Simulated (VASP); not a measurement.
A run of VASP 6.6.1 is set up as follows.

INCAR

```
SYSTEM = Cs
ALGO = Fast
EDIFF = 1E-6
ENCUT = 520
GGA = PE
ISIF = 2
ISMEAR = 0
LASPH = .TRUE.
LCHARG = .FALSE.
LREAL = .FALSE.
LWAVE = .FALSE.
NBANDS = 16
NELM = 100
PREC = Accurate
SIGMA = 0.1
```

File KPOINTS:

```
k-points
0
G
  9 9 6
  0 0 0
```

POSCAR

```
Cs
1.0
    6.0070461671      0.0000000000      0.0000000000
   -3.0035230836      5.2022545825      0.0000000000
    0.0000000000      0.0000000000      9.1583022177
Cs
2
Direct
    0.3333333300      0.6666666700      0.2500000000
    0.6666666700      0.3333333300      0.7500000000
```

Potentials or basis: VASP PAW PBE potentials, release 64 (Cs_sv).

Command:

```sh
$ cat potpaw_PBE.64/Cs_sv/POTCAR > POTCAR
$ mpirun -np 1 vasp_std > vasp.out
```

**Question.** What does it give for the band gap on the k mesh?

**Answer.** Zero (band 9 reaches 0.74 eV, above the bottom of band 10 at -0.94 eV).

**Question.** What does it give for the pressure?

**Answer.** -0.3 GPa.

Stress tensor (GPa, compression positive):
```
-0.30  0.00  0.00
 0.00 -0.30  0.00
 0.00  0.00 -0.21
```

Caveat: the cell differs from its parent crystal (strained); spin-orbit coupling is left out, which moves the levels of the heavy elements.
